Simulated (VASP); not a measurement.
CdSe, 2 atoms in the cell. The structure is cubic, space group F-43m (No. 216). The conventional cell has a = 5.944 Å, b = 5.944 Å, c = 5.944 Å, α = 90.00°, β = 90.00°, γ = 90.00°. Within 3.4 Å of Cd (site symmetry -43m) lie 4 Se at 2.57 Å. Se (site symmetry -43m) has 4 Cd at 2.57 Å within 3.4 Å.  This cell differs from its parent crystal: volume scaled by 0.91.

| Property | Result |
| --- | --- |
| Program | VASP 6.6.1 |
| Task | single point |
| Functional | r2SCAN |
| Potentials or basis | VASP PAW PBE potentials, release 64 (Cd, Se) |
| Cutoff | 520 eV |
| k mesh | 8 × 8 × 8 |
| Occupations | gaussian, width 0.02 eV |
| Spin | no spin polarisation |
| Dipole correction | no |
| Further INCAR settings | ALGO = Normal; EDIFF = 1e-06; NBANDS = 16 |

Potentials or basis: VASP PAW PBE potentials, release 64 (Cd, Se).

Command:

```sh
$ cat potpaw_PBE.64/Cd/POTCAR potpaw_PBE.64/Se/POTCAR > POTCAR
$ cp INCAR.step1 INCAR
$ mpirun -np 1 vasp_std > vasp.out
$ cp INCAR.step2 INCAR
$ mpirun -np 1 vasp_std > vasp.out
```

Hardware: 1 thread of AMD EPYC 9R45 96-Core Processor (Zen 5) (shared host).

Task: Estimate the wall time of this run.

Result: It took 53 s on 1 thread of AMD EPYC 9R45 96-Core Processor (Zen 5), with other jobs on the host, peak memory 0.17 GiB. Counts: k points 29.
